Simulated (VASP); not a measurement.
Crystal: CdI2.

```
CELL_PARAMETERS angstrom
4.34766 0.00000 0.00000
-2.17383 3.76519 0.00000
0.00000 0.00000 7.40985
ATOMIC_POSITIONS crystal
Cd 0.00000 0.00000 0.00000
I 0.33333 0.66667 0.23322
I 0.66667 0.33333 0.76678
```

- Program: VASP 6.6.1
- Task: relaxation of shape and atoms at fixed volume
- Functional: r2SCAN
- Potentials or basis: VASP PAW PBE potentials, release 64 (Cd, I)
- Cutoff: 550 eV
- k mesh: 6 × 6 × 4
- Occupations: gaussian, width 0.02 eV
- Spin: no spin polarisation

At the start: pressure -1.0 GPa; volume 40.43 Å³/atom.

Question: How do energy, volume and symmetry change on relaxing?

Answer: Over 7 steps the energy falls by 2.4 meV/atom; space group P-3m1 (No. 164, to 0.1 Å) before and after.

Step by step:
```csv
step,energy change (eV),largest force (eV/Å),pressure (GPa),volume (Å³)
1,0.0000,0.1436,-0.98,121.30
2,-0.0019,0.1150,-0.88,121.30
3,-0.0055,0.0271,-0.57,121.30
4,-0.0019,0.1593,0.11,121.30
5,-0.0060,0.0196,-0.40,121.30
6,-0.0069,0.0102,-0.35,121.30
7,-0.0072,0.0014,-0.30,121.30
```

Final structure:
```
Cd I
1.0
     4.31159    0.00000    0.00000
    -2.15579    3.73394    0.00000
     0.00000    0.00000    7.53437
Cd I
1 2
Direct
  0.00000 0.00000 0.00000
  0.33333 0.66667 0.22749
  0.66667 0.33333 0.77251
```

Caveat: the PAW data sets were made with another functional, which shifts forces and pressure a little.
